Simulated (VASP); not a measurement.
AlGa2N2, 5 atoms in the cell. It takes space group I4/mmm (No. 139, tetragonal). Conventional cell: a = 4.142 Å, b = 4.142 Å, c = 9.296 Å, α = 90.00°, β = 90.00°, γ = 90.00°. Within 2.4 Å of Al (site symmetry 4/mmm) lie 2 N at 1.84 Å. Within 2.8 Å of Ga (site symmetry -4m2) lie 4 N at 2.13 Å. N (site symmetry 4mm) has 1 Al at 1.84 Å and 4 Ga at 2.13 Å within 2.4 Å. The cell was built from a structure type or drawn by symmetry, and may not be a known phase.

| Item | Value |
| --- | --- |
| Program | VASP 6.6.1 |
| Task | single point |
| Functional | PBE |
| Potentials or basis | VASP PAW PBE potentials, release 64 (Al, Ga_d, N) |
| Cutoff | 520 eV |
| k mesh | 12 × 12 × 12 |
| Occupations | gaussian, width 0.1 eV |
| Spin | no spin polarisation |
| Dipole correction | no |
| Further INCAR settings | ALGO = Normal; EDIFF = 1e-06; NBANDS = 28 |

Potentials or basis: VASP PAW PBE potentials, release 64 (Al, Ga_d, N).

Command:

```sh
$ cat potpaw_PBE.64/Al/POTCAR potpaw_PBE.64/Ga_d/POTCAR potpaw_PBE.64/N/POTCAR > POTCAR
$ mpirun -np 1 vasp_std > vasp.out
```

Hardware: 1 thread of Intel(R) Xeon(R) Platinum 8488C (Sapphire Rapids), on a shared host.

Question: Estimate the wall time of this run.

Answer: Run time: 9.4 min on 1 thread of Intel(R) Xeon(R) Platinum 8488C (Sapphire Rapids), with other jobs on the host, peak memory 0.47 GiB. Counts: scf iterations 14, k points 163.
